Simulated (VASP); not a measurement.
Set up this calculation in VASP 6.6.1, as the native input.

```yaml
Task: single point
Functional: PBEsol
Potentials_or_basis: VASP PAW PBE potentials, release 64 (B, N)
Cutoff: 520 eV
k_mesh: 9 × 9 × 6
Occupations: gaussian, width 0.02 eV
Spin: no spin polarisation
Dipole_correction: no
Further_INCAR_settings: ALGO = Normal; EDIFF = 1e-06; NBANDS = 16
```

The structure of BN (sol2) lies in POSCAR:

```
BN
1.0
    2.5024521521      0.0000000000      0.0000000000
   -1.2512260761      2.1671871355      0.0000000000
    0.0000000000      0.0000000000      4.2100964420
B N
2 2
Direct
    0.3333333333      0.6666666667      0.0000745351
    0.6666666667      0.3333333333      0.5000745351
    0.3333333333      0.6666666667      0.3739254649
    0.6666666667      0.3333333333      0.8739254649
```

This cell differs from its parent crystal: strained cell.

These files were run (other wordings do the same):

INCAR

```
PREC = Accurate
ENCUT = 520
EDIFF = 1E-6
ISMEAR = 0
SIGMA = 0.02
LREAL = F
LASPH = T
NELM = 60
ALGO = Normal
ISIF = 2
LWAVE = F
LCHARG = F
GGA = PS
NBANDS = 16
```

KPOINTS

```
regular mesh
0
Gamma
  9 9 6
```

Potentials or basis: VASP PAW PBE potentials, release 64 (B, N).

The run is started by

```bash
$ cat potpaw_PBE.64/B/POTCAR potpaw_PBE.64/N/POTCAR > POTCAR
$ mpirun -np 1 vasp_std > vasp.out
```

Results of the run:

The pressure is 12.5 GPa. The largest force is 0.010 eV/Å and the band gap on the k mesh is 4.79 eV, indirect (least direct gap 8.18 eV).

Caveat: the cell differs from its parent crystal (strained cell); the PAW data sets were made with another functional, which shifts forces and pressure a little.

It took 8.6 s on 1 thread of Intel(R) Xeon(R) Platinum 8559C (Emerald Rapids), with other jobs on the host, peak memory 0.13 GiB.
